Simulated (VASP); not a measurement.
# Cr in VASP: single point with PBEsol

Aim: the single point of Cr with PBEsol.

Program: VASP 6.6.1. These are calculated values, not measurements. Logs are shortened: lines on timing, memory, paths and dates and some standing lists are left out, and cuts for length are marked.

**1. The cell of the first run**

The typed cell holds 2 atoms: a = 2.797 Å, b = 2.797 Å, c = 4.305 Å, α = 97.16°, β = 97.16°, γ = 128.05°.

**2. Single point, PBEsol, collinear spin, ferromagnetic start (12.71 Å³/atom)**

INCAR reads:

```
SYSTEM = Cr
PREC = Accurate
ENCUT = 520
EDIFF = 1E-6
ISMEAR = -1
SIGMA = 0.05
LREAL = .FALSE.
LASPH = .TRUE.
NELM = 150
ALGO = Normal
ISIF = 2
LWAVE = .FALSE.
LCHARG = .FALSE.
ISPIN = 2
MAGMOM = 1.5 1.5
LORBIT = 11
LMAXMIX = 4
GGA = PS
NBANDS = 23
```

KPOINTS reads:

```
Automatic mesh
0
G
  17 17 9
  0 0 0
```

POSCAR reads:

```
Cr
1.0
   -1.7779267031      1.7778054414      1.2248660957
    1.7778054414     -1.7779267031      1.2248660957
    2.9181252397      2.9181252397     -1.2250881867
Cr
2
Direct
    0.9999662114      0.0000337886      0.0000000000
    0.7500337886      0.2499662114      0.5000000000
```

Potentials or basis: VASP PAW PBE potentials, release 64 (Cr_pv).

Launch:

```
$ cat potpaw_PBE.64/Cr_pv/POTCAR > POTCAR
$ mpirun -np 1 vasp_std > vasp.out
```

OUTCAR:

```text
SYSTEM = Cr
   PREC = Accurate
   ENCUT = 520
   EDIFF = 1E-6
   ISMEAR = -1
   LREAL = .FALSE.
   LASPH = .TRUE.
   NELM = 150
   ISIF = 2
   ISPIN = 2
   LORBIT = 11
   GGA = PS

 ion  position               nearest neighbor table
   1  1.000  0.000  0.000-   2 2.49   2 2.49   2 2.49   2 2.49   2 3.04   2 3.04   2 3.04   2 3.04

   2  0.750  0.250  0.500-   1 2.49   1 2.49   1 2.49   1 2.49   1 3.04   1 3.04   1 3.04   1 3.04

  Warning from LATTYP: Got some problem with cell dimensions!
  Tried to take original basis but could not verify dimensions!
  LATTYP: Found a base centered monoclinic cell.
 ALAT       =     2.4497321974
 B/A-ratio  =     2.0526997311
 C/A-ratio  =     1.7571558365
 COS(beta)  =    -0.2844320372

  Lattice vectors:

 A1 = (   1.7779267031,  -1.7778054414,  -1.2248660957)
 A2 = (  -1.7778054414,   1.7779267031,  -1.2248660957)
 A3 = (   2.9180039780,   2.9180039780,   1.2246440047)

Analysis of symmetry for initial positions (statically):
=====================================================================
 Subroutine PRICEL returns:
 Original cell was already a primitive cell.

 Routine SETGRP: Setting up the symmetry group for a
 base centered monoclinic supercell.

 Subroutine GETGRP returns: Found  4 space group operations
 (whereof  2 operations were pure point group operations)
 out of a pool of  4 trial point group operations.

The static configuration has the point symmetry C_2 .
 The point group associated with its full space group is C_2h.

Analysis of symmetry for dynamics (positions and initial velocities):
=====================================================================
 Subroutine PRICEL returns:
 Original cell was already a primitive cell.

 Routine SETGRP: Setting up the symmetry group for a
 base centered monoclinic supercell.

 Subroutine GETGRP returns: Found  4 space group operations
 (whereof  2 operations were pure point group operations)
 out of a pool of  4 trial point group operations.

The dynamic configuration has the point symmetry C_2 .
 The point group associated with its full space group is C_2h.

Analysis of structural, dynamic, and magnetic symmetry:
=====================================================================
 Subroutine PRICEL returns:
 Original cell was already a primitive cell.

 Routine SETGRP: Setting up the symmetry group for a
 base centered monoclinic supercell.

 Subroutine GETGRP returns: Found  4 space group operations
 (whereof  2 operations were pure point group operations)
 out of a pool of  4 trial point group operations.

The overall configuration has the point symmetry C_2 .
 The point group associated with its full space group is C_2h.

 Subroutine INISYM returns: Found  4 space group operations
 (whereof  2 operations are pure point group operations),
 and found     1 'primitive' translations

----------------------------------------------------------------------------------------

                                     Primitive cell

  volume of cell :      25.4181

  direct lattice vectors                    reciprocal lattice vectors
    -1.777926703  1.777805441  1.224866096    -0.054929259  0.226306774  0.408216370
     1.777805441 -1.777926703  1.224866096     0.226306774 -0.054929259  0.408216370
     2.918125240  2.918125240 -1.225088187     0.171346447  0.171346447  0.000016963

  length of vectors
     2.796768224  2.796768224  4.304852018     0.469970833  0.469970833  0.242320469

  position of ions in fractional coordinates (direct lattice)
     0.999966211  0.000033789  1.000000000
     0.750033789  0.249966211  0.500000000

  ion indices of the primitive-cell ions
   primitive index   ion index
                 1           1
                 2           2

----------------------------------------------------------------------------------------

 KPOINTS: Automatic mesh

Automatic generation of k-mesh.
 Grid dimensions read from file:
 generate k-points for:   17   17    9

 Generating k-lattice:

  Cartesian coordinates                     Fractional coordinates (reciprocal lattice)
    -0.003231133  0.013312163  0.024012728     0.058823529  0.000000000 -0.000000000
     0.013312163 -0.003231133  0.024012728     0.000000000  0.058823529 -0.000000000
     0.019038494  0.019038494  0.000001885     0.000000000  0.000000000  0.111111111

  Length of vectors
     0.027645343  0.027645343  0.026924497

  Shift w.r.t. Gamma in fractional coordinates (k-lattice)
     0.000000000  0.000000000  0.000000000

 Subroutine IBZKPT returns following result:
 ===========================================

 Found    693 irreducible k-points:

 Following reciprocal coordinates:
            Coordinates               Weight
  0.000000  0.000000  0.000000      1.000000
  0.058824 -0.000000 -0.000000      4.000000
  0.117647 -0.000000  0.000000      4.000000
  0.176471  0.000000 -0.000000      4.000000
  0.235294 -0.000000  0.000000      4.000000
  0.294118 -0.000000 -0.000000      4.000000
[... 16 lines left out ...]
 -0.176471  0.058824  0.000000      4.000000
 -0.117647  0.058824  0.000000      4.000000
 [... further k-points ...]
   k-points           NKPTS =    693   k-points in BZ     NKDIM =    693   number of bands    NBANDS=     23
   number of dos      NEDOS =    301   number of ions     NIONS =      2
   total plane-waves  NPLWV =  18432
   dimension x,y,z NGX =    24 NGY =   24 NGZ =   32
   dimension x,y,z NGXF=    48 NGYF=   48 NGZF=   64
   ions per type =               2
   NGX,Y,Z   is equivalent  to a cutoff of  14.27, 14.27, 12.36 a.u.
   NGXF,Y,Z  is equivalent  to a cutoff of  28.53, 28.53, 24.72 a.u.
 SYSTEM =  Cr
   PREC   = accura    normal or accurate (medium, high low for compatibility)
   ISTART =      0    job   : 0-new  1-cont  2-samecut
   ICHARG =      2    charge: 1-file 2-atom 10-const
   ISPIN  =      2    spin polarized calculation?
   LNONCOLLINEAR =      F non collinear calculations
   LSORBIT =      F    spin-orbit coupling
   LASPH  =      T    aspherical Exc in radial PAW
   ENCUT  =  520.0 eV  38.22 Ry    6.18 a.u.   5.20  5.20  8.00*2*pi/ulx,y,z
   NELM   =    150;   NELMIN=  2; NELMDL= -5     # of ELM steps
   EDIFF  = 0.1E-05   stopping-criterion for ELM
   LREAL  =      F    real-space projection
   EDIFFG = 0.1E-04   stopping-criterion for IOM
   NSW    =      0    number of steps for IOM
   IBRION =     -1    ionic relax: 0-MD 1-quasi-New 2-CG
   NFREE  =      0    steps in history (QN), initial steepest desc. (CG)
   ISIF   =      2    stress and relaxation
   ISYM   =      2    0-nonsym 1-usesym 2-fastsym
   POTIM  = 0.5000    time-step for ionic-motion
   TEBEG  =    0.0;   TEEND  =   0.0 temperature during run
   PSTRESS=    0.0 pullay stress
   NELECT =      24.0000    total number of electrons
   NUPDOWN=      -1.0000    fix difference up-down
   EMIN   =  10.00;   EMAX   =-10.00  energy-range for DOS
   EFERMI =   0.00;   METHOD = LEGACY
   ISMEAR =    -1;   SIGMA  =   0.05  broadening in eV -4-tet -1-fermi 0-gaus
   EFERMI_NEDOS =   21; number of points for ismear=-14 and -15
   IALGO  =     38    algorithm
   IMIX   =      4    mixing-type and parameters
     AMIX     =   0.40;   BMIX     =  1.00
     AMIX_MAG =   1.60;   BMIX_MAG =  1.00
  volume/ion in A,a.u.               =      12.71        85.76
  Fermi-wavevector in a.u.,A,eV,Ry     =   1.606070  3.035032 35.095683  2.579460
  Thomas-Fermi vector in A             =   2.702316
   LORBIT       =     11    0 simple, 1 ext, 2 COOP (PROOUT), +10 PAW based schemes
   GGA     = PS    functional components
   LHFCALC =     F    Hartree Fock is set to
   AEXX    =    0.0000 exact exchange contribution
   IVDW    =     0    specifies the selected vdW correction
   LEPSILON=     F    determine dielectric tensor
   LRPA    =     F    only Hartree local field effects (RPA)
 spin polarized calculation
  energy-cutoff  :      520.00
  volume of cell :       25.42
 maximum number of plane-waves:       706
 NGX is ok and might be reduce to    24
   NGX = 11   NGY = 11   NGZ = 15

 number of electron      23.9999995 magnetization       0.0000509

 number of electron      23.9999995 magnetization      -0.0000917

 Free energy of the ion-electron system (eV)
  ---------------------------------------------------
  ext. energy  EPLUGINS =         0.00000000
  ---------------------------------------------------
  free energy    TOTEN  =       -19.86088344 eV

  energy without entropy =      -19.84614304  energy(sigma->0) =      -19.85351324

 E-fermi :   9.3541     XC(G=0): -13.2632

 val. band max:        9.3533339669   @ k =   0.0000   0.0000   0.2222
 cond. band min:       9.3559859122   @ k =   0.4706  -0.0000   0.4444
 fundamental gap:      0.0026519453
 Fermi energy:         9.3540538531

 spin component 1

 k-point     1 :       0.0000    0.0000    0.0000
  band No.  band energies     occupation
      1     -33.8266      1.00000
      2     -33.3939      1.00000
      3     -33.1869      1.00000
      4     -33.0986      1.00000
      5     -33.0945      1.00000
      6     -33.0303      1.00000
[... 15 lines left out ...]
     22      24.9421      0.00000
     23      29.9989      0.00000

 k-point     2 :       0.0588   -0.0000   -0.0000
  band No.  band energies     occupation
      1     -33.8179      1.00000
      2     -33.3957      1.00000
      3     -33.1914      1.00000
      4     -33.1212      1.00000
      5     -33.1187      1.00000
      6     -33.0318      1.00000
[... 15 lines left out ...]
     22      25.0008      0.00000
     23      29.9981      0.00000

 k-point     3 :       0.1176   -0.0000    0.0000
  band No.  band energies     occupation
      1     -33.7932      1.00000
      2     -33.4013      1.00000
      3     -33.2158      1.00000
      4     -33.1856      1.00000
      5     -33.1746      1.00000
      6     -33.0373      1.00000
[... 15 lines left out ...]
     22      25.1107      0.00000
     23      29.3961      0.00000
[... 495 lines left out ...]
 k-point    23 :      -0.1765    0.0588    0.0000
  band No.  band energies     occupation
      1     -33.7734      1.00000
      2     -33.4232      1.00000
      3     -33.2531      1.00000
      4     -33.1928      1.00000
      5     -33.1753      1.00000
      6     -33.0471      1.00000
[... 15 lines left out ...]
     22      23.7248      0.00000
     23      28.6103      0.00000

 k-point    24 :      -0.1176    0.0588    0.0000
  band No.  band energies     occupation
      1     -33.8035      1.00000
      2     -33.4120      1.00000
      3     -33.2167      1.00000
      4     -33.1302      1.00000
      5     -33.1194      1.00000
      6     -33.0364      1.00000
[... 15 lines left out ...]
     22      24.0304      0.00000
     23      29.4053      0.00000

 [... further k-points ...]

 spin component 2

 k-point     1 :       0.0000    0.0000    0.0000
  band No.  band energies     occupation
      1     -33.8267      1.00000
      2     -33.3939      1.00000
      3     -33.1869      1.00000
      4     -33.0986      1.00000
      5     -33.0945      1.00000
      6     -33.0303      1.00000
[... 15 lines left out ...]
     22      24.9421      0.00000
     23      29.9988      0.00000

 k-point     2 :       0.0588   -0.0000   -0.0000
  band No.  band energies     occupation
      1     -33.8180      1.00000
      2     -33.3958      1.00000
      3     -33.1914      1.00000
      4     -33.1212      1.00000
      5     -33.1187      1.00000
      6     -33.0319      1.00000
[... 15 lines left out ...]
     22      25.0007      0.00000
     23      29.9980      0.00000

 k-point     3 :       0.1176   -0.0000    0.0000
  band No.  band energies     occupation
      1     -33.7933      1.00000
      2     -33.4014      1.00000
      3     -33.2158      1.00000
      4     -33.1857      1.00000
      5     -33.1747      1.00000
      6     -33.0373      1.00000
[... 15 lines left out ...]
     22      25.1107      0.00000
     23      29.3961      0.00000
[... 495 lines left out ...]
 k-point    23 :      -0.1765    0.0588    0.0000
  band No.  band energies     occupation
      1     -33.7734      1.00000
      2     -33.4233      1.00000
      3     -33.2531      1.00000
      4     -33.1928      1.00000
      5     -33.1753      1.00000
      6     -33.0472      1.00000
[... 15 lines left out ...]
     22      23.7248      0.00000
     23      28.6102      0.00000

 k-point    24 :      -0.1176    0.0588    0.0000
  band No.  band energies     occupation
      1     -33.8035      1.00000
      2     -33.4121      1.00000
      3     -33.2167      1.00000
      4     -33.1302      1.00000
      5     -33.1195      1.00000
      6     -33.0364      1.00000
[... 15 lines left out ...]
     22      24.0304      0.00000
     23      29.4053      0.00000

 [... further k-points ...]

------------------------ aborting loop because EDIFF is reached ----------------------------------------

  FORCE on cell =-STRESS in cart. coord.  units (eV):
  Direction    XX          YY          ZZ          XY          YZ          ZX
  --------------------------------------------------------------------------------------
  -------------------------------------------------------------------------------------
  Total       -3.8588982     -3.8588982     -3.8049259     -0.1173100      0.0014305      0.0014305
  in kB     -243.2379602   -243.2379602   -239.8359227     -7.3944052      0.0901705      0.0901672
  external PRESSURE =    -242.1039477 kB  Pullay stress =       0.0000000 kB

 VOLUME and BASIS-vectors are now :
 -----------------------------------------------------------------------------
  energy-cutoff  :      520.00
  volume of cell :       25.42
      direct lattice vectors                 reciprocal lattice vectors
    -1.777926703  1.777805441  1.224866096    -0.054929259  0.226306774  0.408216370
     1.777805441 -1.777926703  1.224866096     0.226306774 -0.054929259  0.408216370
     2.918125240  2.918125240 -1.225088187     0.171346447  0.171346447  0.000016963

 POSITION                                       TOTAL-FORCE (eV/Angst)
 -----------------------------------------------------------------------------------
     -1.77781      1.77769      1.22487        -0.000451      0.000451     -0.000000
      0.56995      2.34806      0.61232         0.000451     -0.000451      0.000000
 -----------------------------------------------------------------------------------
    total drift:                                0.000000     -0.000000     -0.000000

  FREE ENERGIE OF THE ION-ELECTRON SYSTEM (eV)
  ---------------------------------------------------
  free  energy   TOTEN  =       -19.8608834363 eV

  energy  without entropy=      -19.8461430409  energy(sigma->0) =      -19.85351324

 total charge

# of ion       s       p       d       tot
------------------------------------------
    1        0.405   6.346   4.146  10.897
    2        0.405   6.346   4.146  10.897
--------------------------------------------------
tot          0.809  12.692   8.292  21.794

 magnetization (x)

# of ion       s       p       d       tot
------------------------------------------
    1       -0.000  -0.000  -0.000  -0.000
    2       -0.000  -0.000  -0.000  -0.000
--------------------------------------------------
tot         -0.000  -0.000  -0.000  -0.000
```

It took 15 min on 1 thread of Oxide Virtual Turin-like, shared host; peak memory 0.57 GiB.

What came out:

```yaml
Free_energy: -19.8609 eV
Pressure: -24.2 GPa
Band_gap_on_the_k_mesh: zero (filled and empty bands overlap)
Net_moment: 0.00 μB per cell
Valence_electrons_inside_the_program's_atomic_spheres: Cr 10.90
```

Caveat: the cell stands under tension; an empty level that is flat over the whole mesh can mark a ghost state of the potentials, or a narrow d or f band; the moments typed at the start vanished in this run; the PAW data sets were made with another functional, which shifts forces and pressure a little.
